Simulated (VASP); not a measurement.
Wanted: the native input for a VASP 6.6.1 run.

```
Task                   : single point
Functional             : PBE
Potentials or basis    : VASP PAW PBE potentials, release 64 (Mg, Cd, Te)
Cutoff                 : 520 eV
k mesh                 : 3 × 3 × 1
Occupations            : gaussian, width 0.1 eV
Spin                   : no spin polarisation
Dipole correction      : no
Further INCAR settings : ALGO = Normal; EDIFF = 1e-07; NBANDS = 61
```

The structure of MgCd5Te6 lies in POSCAR:

```
MgCd5Te6
1.0
    4.7103116095      0.0012862251     -0.0001462942
   -2.3540147992      4.0771699226     -0.0008879592
   -0.0020295564      0.0055825731     22.7075001468
Mg Cd Te
1 5 6
Direct
   -0.0012912784     -0.0017122584      0.1652059143
    0.6685434773      0.3342513766      0.0023297455
    0.6670232950      0.3322662870      0.3312352257
    0.6677862637      0.3353784510      0.6664679226
   -0.0006509281     -0.0010938041      0.4987419501
   -0.0013296786      0.0009105449      0.8341972072
    0.6653613653      0.3316710833      0.1282572453
    0.6658604698      0.3321981879      0.4571131763
    0.6653776333      0.3341923895      0.7925385889
    0.0003694383     -0.0010155614      0.2889749803
    0.0011397632      0.0019850159      0.6247746179
    0.0018101792      0.0009682879      0.9601624260
```

One way to write it, as run:

INCAR

```
PREC = Accurate
ENCUT = 520
EDIFF = 1E-7
ISMEAR = 0
SIGMA = 0.1
LREAL = F
LASPH = T
NELM = 60
ALGO = Normal
ISIF = 2
LWAVE = F
LCHARG = T
GGA = PE
LELF = T
LVHAR = T
NBANDS = 61
```

KPOINTS

```
regular mesh
0
Gamma
  3 3 1
```

Potentials or basis: VASP PAW PBE potentials, release 64 (Mg, Cd, Te).

Run with:

```bash
$ cat potpaw_PBE.64/Mg/POTCAR potpaw_PBE.64/Cd/POTCAR potpaw_PBE.64/Te/POTCAR > POTCAR
$ mpirun -np 1 vasp_std > vasp.out
```

Results of the run:

```
Pressure               : 0.1 GPa
Largest force          : 0.021 eV/Å
Band gap on the k mesh : 0.75 eV
```

Caveat: the k points lie up to 0.51 Å⁻¹ apart; spin-orbit coupling is left out, which moves the levels of the heavy elements.

Run time: 120 s on 1 thread of Intel(R) Xeon(R) 6975P-C (Granite Rapids), with other jobs on the host, peak memory 0.57 GiB.
